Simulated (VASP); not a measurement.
# HfSiO4 (P-4m2) in VASP: notebook

Aim: see how the results for HfSiO4 move with the level of theory and the settings. Levels: PBE, r2SCAN, PBEsol. Tasks: single point, relaxation of cell and atoms.

All numbers are computed with VASP 6.6.1; they aren't measurements. Logs are shortened: lines on timing, memory, paths and dates and some standing lists are left out, and cuts for length are marked.

### Step 1. The cell of the first run

It takes space group P-4m2 (No. 115, tetragonal). The conventional cell has a = 3.316 Å, b = 3.316 Å, c = 5.769 Å, α = 90.00°, β = 90.00°, γ = 90.00°. Hf (site symmetry -4m2) has 4 O at 1.94 Å within 2.6 Å. Within 2.4 Å of Si (site symmetry -4m2) lie 4 O at 1.80 Å. O (site symmetry 2mm) has 2 Hf at 1.94 Å and 2 Si at 2.50 Å and 5 O at 2.58 to 2.62 Å within 2.7 Å. Within 2.4 Å of O (site symmetry 2mm) lie 2 Si at 1.80 Å.

### Step 2. Single point, PBE

INCAR

```
ALGO = Normal
EDIFF = 1E-6
ENCUT = 520
GGA = PE
ISIF = 2
ISMEAR = -1
LASPH = T
LCHARG = T
LELF = T
LREAL = F
LVHAR = T
LWAVE = F
NBANDS = 28
NELM = 100
PREC = Accurate
SIGMA = 0.02
```

KPOINTS

```
k-points
0
Gamma
  8 8 6
```

POSCAR

```
HfSiO4
1.0
    3.3161167676      0.0000000000      0.0000000000
    0.0000000000      3.3161167676      0.0000000000
    0.0000000000      0.0000000000      5.7690042030
Hf Si O
1 1 4
Direct
    0.5000000000      0.5000000000      0.5000000000
    0.0000000000      0.0000000000      0.0000000000
    0.5000000000      0.0000000000      0.6754318928
    0.0000000000      0.5000000000      0.8776218056
    0.0000000000      0.5000000000      0.3245681072
    0.5000000000      0.0000000000      0.1223781944
```

Potentials or basis: VASP PAW PBE potentials, release 64 (Hf_pv, Si, O).

Launch:

```bash
> cat potpaw_PBE.64/Hf_pv/POTCAR potpaw_PBE.64/Si/POTCAR potpaw_PBE.64/O/POTCAR > POTCAR
> mpirun -np 1 vasp_std > vasp.out
```

OUTCAR:

```text
EDIFF = 1E-6
   ENCUT = 520
   GGA = PE
   ISIF = 2
   ISMEAR = -1
   LASPH = T
   LREAL = F
   NELM = 100
   PREC = Accurate

 ion  position               nearest neighbor table
   1  0.500  0.500  0.500-   3 1.94   5 1.94   3 1.94   5 1.94   4 2.74   6 2.74   4 2.74   6 2.74

   2  0.000  0.000  0.000-   4 1.80   6 1.80   4 1.80   6 1.80   5 2.50   5 2.50   3 2.50   3 2.50

   3  0.500  0.000  0.675-   1 1.94   1 1.94   2 2.50   2 2.50
   4  0.000  0.500  0.878-   2 1.80   2 1.80   1 2.74   1 2.74
   5  0.000  0.500  0.325-   1 1.94   1 1.94   2 2.50   2 2.50
   6  0.500  0.000  0.122-   2 1.80   2 1.80   1 2.74   1 2.74

  LATTYP: Found a simple tetragonal cell.
 ALAT       =     3.3161167676
 C/A-ratio  =     1.7396866900

  Lattice vectors:

 A1 = (   3.3161167676,   0.0000000000,   0.0000000000)
 A2 = (   0.0000000000,   3.3161167676,   0.0000000000)
 A3 = (   0.0000000000,   0.0000000000,   5.7690042030)

Analysis of symmetry for initial positions (statically):
=====================================================================
 Subroutine PRICEL returns:
 Original cell was already a primitive cell.

 Routine SETGRP: Setting up the symmetry group for a
 simple tetragonal supercell.

 Subroutine GETGRP returns: Found  8 space group operations
 (whereof  8 operations were pure point group operations)
 out of a pool of 16 trial point group operations.

The static configuration has the point symmetry D_2d.

Analysis of symmetry for dynamics (positions and initial velocities):
=====================================================================
 Subroutine PRICEL returns:
 Original cell was already a primitive cell.

 Routine SETGRP: Setting up the symmetry group for a
 simple tetragonal supercell.

 Subroutine GETGRP returns: Found  8 space group operations
 (whereof  8 operations were pure point group operations)
 out of a pool of 16 trial point group operations.

The dynamic configuration has the point symmetry D_2d.

 Subroutine INISYM returns: Found  8 space group operations
 (whereof  8 operations are pure point group operations),
 and found     1 'primitive' translations

----------------------------------------------------------------------------------------

                                     Primitive cell

  volume of cell :      63.4396

  direct lattice vectors                    reciprocal lattice vectors
     3.316116768  0.000000000  0.000000000     0.301557536  0.000000000  0.000000000
     0.000000000  3.316116768  0.000000000     0.000000000  0.301557536  0.000000000
     0.000000000  0.000000000  5.769004203     0.000000000  0.000000000  0.173340141

  length of vectors
     3.316116768  3.316116768  5.769004203     0.301557536  0.301557536  0.173340141

  position of ions in fractional coordinates (direct lattice)
     0.500000000  0.500000000  0.500000000
     0.000000000  0.000000000  0.000000000
     0.500000000  0.000000000  0.675431893
     0.000000000  0.500000000  0.877621806
     0.000000000  0.500000000  0.324568107
     0.500000000  0.000000000  0.122378194

  ion indices of the primitive-cell ions
   primitive index   ion index
                 1           1
                 2           2
                 3           3
                 4           4
                 5           5
                 6           6

----------------------------------------------------------------------------------------

 KPOINTS: k-points

Automatic generation of k-mesh.
 Grid dimensions read from file:
 generate k-points for:    8    8    6

 Generating k-lattice:

  Cartesian coordinates                     Fractional coordinates (reciprocal lattice)
     0.037694692  0.000000000  0.000000000     0.125000000  0.000000000  0.000000000
     0.000000000  0.037694692  0.000000000     0.000000000  0.125000000  0.000000000
     0.000000000  0.000000000  0.028890023     0.000000000  0.000000000  0.166666667

  Length of vectors
     0.037694692  0.037694692  0.028890023

  Shift w.r.t. Gamma in fractional coordinates (k-lattice)
     0.000000000  0.000000000  0.000000000

 Subroutine IBZKPT returns following result:
 ===========================================

 Found     60 irreducible k-points:

 Following reciprocal coordinates:
            Coordinates               Weight
  0.000000  0.000000  0.000000      1.000000
  0.125000  0.000000  0.000000      4.000000
  0.250000  0.000000  0.000000      4.000000
  0.375000  0.000000  0.000000      4.000000
  0.500000  0.000000  0.000000      2.000000
  0.125000  0.125000  0.000000      4.000000
[... 16 lines left out ...]
  0.375000  0.125000  0.166667     16.000000
  0.500000  0.125000  0.166667      8.000000
 [... further k-points ...]
   k-points           NKPTS =     60   k-points in BZ     NKDIM =     60   number of bands    NBANDS=     28
   number of dos      NEDOS =    301   number of ions     NIONS =      6
   total plane-waves  NPLWV =  37632
   dimension x,y,z NGX =    28 NGY =   28 NGZ =   48
   dimension x,y,z NGXF=    56 NGYF=   56 NGZF=   96
   ions per type =               1   1   4
   NGX,Y,Z   is equivalent  to a cutoff of  14.04, 14.04, 13.83 a.u.
   NGXF,Y,Z  is equivalent  to a cutoff of  28.07, 28.07, 27.66 a.u.
 SYSTEM =  unknown system
   PREC   = accura    normal or accurate (medium, high low for compatibility)
   ISTART =      0    job   : 0-new  1-cont  2-samecut
   ICHARG =      2    charge: 1-file 2-atom 10-const
   ISPIN  =      1    spin polarized calculation?
   LNONCOLLINEAR =      F non collinear calculations
   LSORBIT =      F    spin-orbit coupling
   LASPH  =      T    aspherical Exc in radial PAW
   ENCUT  =  520.0 eV  38.22 Ry    6.18 a.u.   6.17  6.17 10.73*2*pi/ulx,y,z
   NELM   =    100;   NELMIN=  2; NELMDL= -5     # of ELM steps
   EDIFF  = 0.1E-05   stopping-criterion for ELM
   LREAL  =      F    real-space projection
   EDIFFG = 0.1E-04   stopping-criterion for IOM
   NSW    =      0    number of steps for IOM
   IBRION =     -1    ionic relax: 0-MD 1-quasi-New 2-CG
   NFREE  =      0    steps in history (QN), initial steepest desc. (CG)
   ISIF   =      2    stress and relaxation
   ISYM   =      2    0-nonsym 1-usesym 2-fastsym
   POTIM  = 0.5000    time-step for ionic-motion
   TEBEG  =    0.0;   TEEND  =   0.0 temperature during run
   PSTRESS=    0.0 pullay stress
   NELECT =      38.0000    total number of electrons
   NUPDOWN=      -1.0000    fix difference up-down
   EMIN   =  10.00;   EMAX   =-10.00  energy-range for DOS
   EFERMI =   0.00;   METHOD = LEGACY
   ISMEAR =    -1;   SIGMA  =   0.02  broadening in eV -4-tet -1-fermi 0-gaus
   EFERMI_NEDOS =   21; number of points for ismear=-14 and -15
   IALGO  =     38    algorithm
   IMIX   =      4    mixing-type and parameters
     AMIX     =   0.40;   BMIX     =  1.00
     AMIX_MAG =   1.60;   BMIX_MAG =  1.00
  volume/ion in A,a.u.               =      10.57        71.35
  Fermi-wavevector in a.u.,A,eV,Ry     =   1.380011  2.607843 25.911347  1.904430
  Thomas-Fermi vector in A             =   2.504928
   LORBIT       =      0    0 simple, 1 ext, 2 COOP (PROOUT), +10 PAW based schemes
   GGA     = PE    functional components
   LHFCALC =     F    Hartree Fock is set to
   AEXX    =    0.0000 exact exchange contribution
   IVDW    =     0    specifies the selected vdW correction
   LEPSILON=     F    determine dielectric tensor
   LRPA    =     F    only Hartree local field effects (RPA)
 non-spin polarized calculation
  energy-cutoff  :      520.00
  volume of cell :       63.44
 maximum number of plane-waves:      1740
 NGX is ok and might be reduce to    28
   NGX = 13   NGY = 13   NGZ = 21

 number of electron      38.0000017 magnetization

 Free energy of the ion-electron system (eV)
  ---------------------------------------------------
  ext. energy  EPLUGINS =         0.00000000
  ---------------------------------------------------
  free energy    TOTEN  =       -50.82434049 eV

  energy without entropy =      -50.82434049  energy(sigma->0) =      -50.82434049

 E-fermi :   4.6054     XC(G=0): -11.3575

 val. band max:        4.0975246930   @ k =   0.5000   0.5000   0.5000
 cond. band min:       6.3781189189   @ k =   0.0000   0.0000   0.0000
 fundamental gap:      2.2805942258
 Fermi energy:         4.6053894946

 k-point     1 :       0.0000    0.0000    0.0000
  band No.  band energies     occupation
      1     -25.0104      2.00000
      2     -24.7203      2.00000
      3     -24.7203      2.00000
      4     -15.1427      2.00000
      5     -12.9725      2.00000
      6     -12.6930      2.00000
[... 20 lines left out ...]
     27      14.4273      0.00000
     28      15.9594      0.00000

 k-point     2 :       0.1250    0.0000    0.0000
  band No.  band energies     occupation
      1     -25.0109      2.00000
      2     -24.7964      2.00000
      3     -24.7160      2.00000
      4     -15.0218      2.00000
      5     -12.9656      2.00000
      6     -12.6429      2.00000
[... 20 lines left out ...]
     27      14.2846      0.00000
     28      15.7060      0.00000

 k-point     3 :       0.2500    0.0000    0.0000
  band No.  band energies     occupation
      1     -25.0806      2.00000
      2     -24.9034      2.00000
      3     -24.7055      2.00000
      4     -14.6892      2.00000
      5     -13.0049      2.00000
      6     -12.5892      2.00000
[... 20 lines left out ...]
     27      13.9393      0.00000
     28      15.2671      0.00000

 k-point     4 :       0.3750    0.0000    0.0000
  band No.  band energies     occupation
      1     -25.2447      2.00000
      2     -24.9057      2.00000
      3     -24.6950      2.00000
      4     -14.2185      2.00000
      5     -13.2420      2.00000
      6     -12.5673      2.00000
[... 578 lines left out ...]
     27      14.1361      0.00000
     28      15.3658      0.00000

 k-point    23 :       0.3750    0.1250    0.1667
  band No.  band energies     occupation
      1     -25.2387      2.00000
      2     -24.9163      2.00000
      3     -24.7599      2.00000
      4     -14.1184      2.00000
      5     -13.2218      2.00000
      6     -12.5366      2.00000
[... 20 lines left out ...]
     27      14.2122      0.00000
     28      15.1486      0.00000

 k-point    24 :       0.5000    0.1250    0.1667
  band No.  band energies     occupation
      1     -25.3116      2.00000
      2     -24.9100      2.00000
      3     -24.7546      2.00000
      4     -13.7349      2.00000
      5     -13.5252      2.00000
      6     -12.4997      2.00000
[... 20 lines left out ...]
     27      14.3629      0.00000
     28      15.5548      0.00000

 [... further k-points ...]

------------------------ aborting loop because EDIFF is reached ----------------------------------------

  FORCE on cell =-STRESS in cart. coord.  units (eV):
  Direction    XX          YY          ZZ          XY          YZ          ZX
  --------------------------------------------------------------------------------------
  -------------------------------------------------------------------------------------
  Total       -0.3778686     -0.3778686     -0.5985131      0.0000000      0.0000000      0.0000000
  in kB       -9.5431311     -9.5431311    -15.1155436      0.0000000      0.0000000      0.0000000
  external PRESSURE =     -11.4006019 kB  Pullay stress =       0.0000000 kB

 VOLUME and BASIS-vectors are now :
 -----------------------------------------------------------------------------
  energy-cutoff  :      520.00
  volume of cell :       63.44
      direct lattice vectors                 reciprocal lattice vectors
     3.316116768  0.000000000  0.000000000     0.301557536  0.000000000  0.000000000
     0.000000000  3.316116768  0.000000000     0.000000000  0.301557536  0.000000000
     0.000000000  0.000000000  5.769004203     0.000000000  0.000000000  0.173340141

 POSITION                                       TOTAL-FORCE (eV/Angst)
 -----------------------------------------------------------------------------------
      1.65806      1.65806      2.88450         0.000000     -0.000000     -0.000000
      0.00000      0.00000      0.00000         0.000000     -0.000000     -0.000000
      1.65806      0.00000      3.89657         0.000000     -0.000000     -0.130298
      0.00000      1.65806      5.06300         0.000000     -0.000000     -0.059208
      0.00000      1.65806      1.87243         0.000000     -0.000000      0.130298
      1.65806      0.00000      0.70600         0.000000      0.000000      0.059208
 -----------------------------------------------------------------------------------
    total drift:                                0.000000      0.000000      0.000000

  FREE ENERGIE OF THE ION-ELECTRON SYSTEM (eV)
  ---------------------------------------------------
  free  energy   TOTEN  =       -50.8243404931 eV

  energy  without entropy=      -50.8243404931  energy(sigma->0) =      -50.82434049
```

It took 2.1 min on 1 thread of Intel Xeon Platinum 8259CL at 2.50GHz (Skylake/Cascade Lake), shared host; peak memory 0.25 GiB.

Results:

```
Free energy            : -50.8243 eV
Pressure               : -1.1 GPa
Largest force          : 0.130 eV/Å
Band gap on the k mesh : 2.28 eV (least direct gap 2.48 eV)
```

Forces in eV/Å, atoms in the order of the input:
```
Hf   0.000  0.000  0.000
Si   0.000  0.000  0.000
O    0.000  0.000 -0.130
O    0.000  0.000 -0.059
O    0.000  0.000  0.130
O    0.000  0.000  0.059
```

Levels at points of the mesh, in eV from the valence-band top:
| k point | band 17 | band 18 | band 19 | band 20 | band 21 | band 22 |
| --- | --- | --- | --- | --- | --- | --- |
| (0.00, 0.00, 0.00) | -0.55 | -0.20 | -0.20 | 2.28 | 5.92 | 5.99 |
| (0.50, 0.00, 0.00) | -1.33 | -0.84 | -0.77 | 4.27 | 5.95 | 6.11 |
| (0.50, 0.50, 0.00) | -0.99 | -0.99 | -0.30 | 5.48 | 5.48 | 6.32 |
| (0.00, 0.00, 0.50) | -1.98 | -0.16 | -0.16 | 3.26 | 4.81 | 6.00 |
| (0.50, 0.00, 0.50) | -1.19 | -0.90 | -0.66 | 4.47 | 5.79 | 6.22 |
| (0.50, 0.50, 0.50) | -1.23 | -1.23 | 0.00 | 5.79 | 5.79 | 6.08 |

Caveat: spin-orbit coupling is left out, which moves the levels of the heavy elements. A k mesh can miss the band edges.

[end of part 1 of 2]
